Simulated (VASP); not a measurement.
Wanted: the native input for a VASP 6.6.1 run.

```
Task                               : single point
Functional                         : B3LYP5
Potentials or basis                : VASP PAW PBE potentials, release 64 (Hf_pv)
Cutoff                             : 520 eV
k mesh                             : 5 × 5 × 3
Occupations                        : fermi-dirac, width 0.05 eV
Spin                               : no spin polarisation
Dipole correction                  : no
Grid for exact exchange (PRECFOCK) : Normal
Further INCAR settings             : ALGO = Normal; EDIFF = 1e-06; NBANDS = 17
Share of exact exchange            : 0.2
```

The system is Hf.

```
Hf
1.0
     3.23877    0.00000    0.00000
    -1.61938    2.80485    0.00000
     0.00000    0.00000    5.12436
Hf
2
Direct
  0.66667 0.33333 0.75000
  0.33333 0.66667 0.25000
```

One way to write it, as run:

POSCAR

```
Hf
1.0
    3.2387666662      0.0000000000      0.0000000000
   -1.6193833331      2.8048542099      0.0000000000
    0.0000000000      0.0000000000      5.1243576326
Hf
2
Direct
    0.6666666667      0.3333333333      0.7500000000
    0.3333333333      0.6666666667      0.2500000000
```

INCAR.step1

```
SYSTEM = Hf
PREC = Accurate ; ENCUT = 520
EDIFF = 1E-5 ; ISMEAR = -1
SIGMA = 0.05 ; LREAL = .False.
LASPH = .True. ; NELM = 80
ALGO = Normal ; ISIF = 2
LWAVE = .True. ; LCHARG = .False.
GGA = PE ; NBANDS = 17
```

INCAR.step2

```
SYSTEM = Hf
PREC = Accurate ; ENCUT = 520
EDIFF = 1E-6 ; ISMEAR = -1
SIGMA = 0.05 ; LREAL = .False.
LASPH = .True. ; NELM = 80
ALGO = Normal ; ISIF = 2
LWAVE = .False. ; LCHARG = .False.
GGA = B5 ; LHFCALC = .True.
AEXX = 0.2 ; AGGAX = 0.72
AGGAC = 0.81 ; ALDAC = 0.19
PRECFOCK = Normal ; ISTART = 1
NBANDS = 17
```

KPOINTS

```
Automatic mesh
0
Gamma
  5 5 3
  0 0 0
```

Potentials or basis: VASP PAW PBE potentials, release 64 (Hf_pv).

Run with:

```sh
$ cat potpaw_PBE.64/Hf_pv/POTCAR > POTCAR
$ cp INCAR.step1 INCAR
$ mpirun -np 1 vasp_std > vasp.out
$ cp INCAR.step2 INCAR
$ mpirun -np 1 vasp_std > vasp.out
```

It gave:

```json
{
 "Pressure": "-2.8 GPa",
 "Band gap on the k mesh": "zero (bands 10 and 11 overlap by 1.93 eV)"
}
```

Caveat: the k points lie up to 0.45 Å⁻¹ apart, too coarse for converged energies and pressures of a metal; the PAW data sets were made with another functional, which shifts forces and pressure a little; spin-orbit coupling is left out, which moves the levels of the heavy elements.

It took 13 min on 1 thread of Intel(R) Xeon(R) Platinum 8488C (Sapphire Rapids) (shared host), peak memory 0.18 GiB.
